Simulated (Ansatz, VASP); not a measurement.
**One calculation of SiNi2, two programs**

File POSCAR:

```
SiNi2
1.0
    3.8695455034      0.0000000000      0.0000000000
   -1.9347727517      3.3511247070      0.0000000000
    0.0000000000      0.0000000000      4.9268111706
Si Ni
2 4
Direct
    0.3333333333      0.6666666667      0.7500000000
    0.6666666667      0.3333333333      0.2500000000
    0.0000000000      0.0000000000     -0.0228342423
    0.0000000000      0.0000000000      0.5228342423
    0.3333333333      0.6666666667      0.2500000000
    0.6666666667      0.3333333333      0.7500000000
```

Contents of INCAR.step1:

```
  PREC = Accurate
  ENCUT = 520
  ISMEAR = 0
  SIGMA = 0.15
  LREAL = F
  LASPH = T
  NELM = 100
  NBANDS = 33
  GGA = PE
  ALGO = Normal
  EDIFF = 1E-4
  LWAVE = T
  LCHARG = F
```

The input INCAR.step2:

```
  PREC = Accurate
  ENCUT = 520
  EDIFF = 1E-7
  ISMEAR = 0
  SIGMA = 0.15
  LREAL = F
  LASPH = T
  NELM = 100
  ALGO = Normal
  ISIF = 2
  LWAVE = F
  LCHARG = F
  METAGGA = R2SCAN
  LMIXTAU = T
  NBANDS = 33
  ISTART = 1
```

KPOINTS

```
regular mesh
0
Gamma
  12 12 10
```

Input for Ansatz:

```yaml
crystal:
  lattice:
    - [3.8695455034, 0.0, 0.0]
    - [-1.9347727517, 3.351124707, 0.0]
    - [0.0, 0.0, 4.9268111706]
  atoms:
    - { symbol: Si, position: [0.3333333333, 0.6666666667, 0.75] }
    - { symbol: Si, position: [0.6666666667, 0.3333333333, 0.25] }
    - { symbol: Ni, position: [0.0, 0.0, -0.0228342423] }
    - { symbol: Ni, position: [0.0, 0.0, 0.5228342423] }
    - { symbol: Ni, position: [0.3333333333, 0.6666666667, 0.25] }
    - { symbol: Ni, position: [0.6666666667, 0.3333333333, 0.75] }
basis:
  ecutwfc: 500
kpoints:
  mp_grid: { grid: [12, 12, 10] }
hamiltonian:
  xc: r2scan
scf:
  occupations: { method: gaussian, width: 0.15 }
output:
  forces: true
  stress: true
  eigenvalues: true
  write_density: true
  write_potential: true
  elf: true
  volumetric_format: npy
```

Change from the starting cell: mode 14 (308.3 1/cm) frozen in, largest displacement +0.113 Å.

Alike in both runs: task single point; functional r2SCAN; k mesh 12 × 12 × 10; occupations gaussian, width 0.15 eV; no spin polarisation.

|  | VASP | Ansatz |
| --- | --- | --- |
| version | VASP 6.6.1 | Ansatz 0.2.0 |
| potentials or method | VASP PAW PBE potentials, release 64 (Si, Ni), cutoff 520 eV | scalar-relativistic, plane waves, PAW |
| valence electrons in the cell | 48 | 80 |

Ansatz gave:

```
gap on the k mesh at the Fermi level (eV)                     : none
pressure (GPa)                                                : 2.3
traceless stress, the component that is largest in VASP (GPa) : 2.20
rms of the force components (eV/Å)                            : 0.848
```

Problem. Which values does VASP return?

Solution. gap on the k mesh at the Fermi level (eV): none; pressure (GPa): 2.6; traceless stress, the component that is largest in VASP (GPa): 2.11; rms of the force components (eV/Å): 0.847.

VASP's potentials were made for PBE, not for r2SCAN. Atom by atom the forces differ by 0.001 eV/Å (rms over components). A gap of «none» marks a metal or a gap that the smearing closes. With one functional, cell and mesh, what is left measures potentials, basis and numerics. VASP's potentials hold 48 valence electrons a cell and Ansatz's 80, so a difference there can come from the potentials and not from the codes.
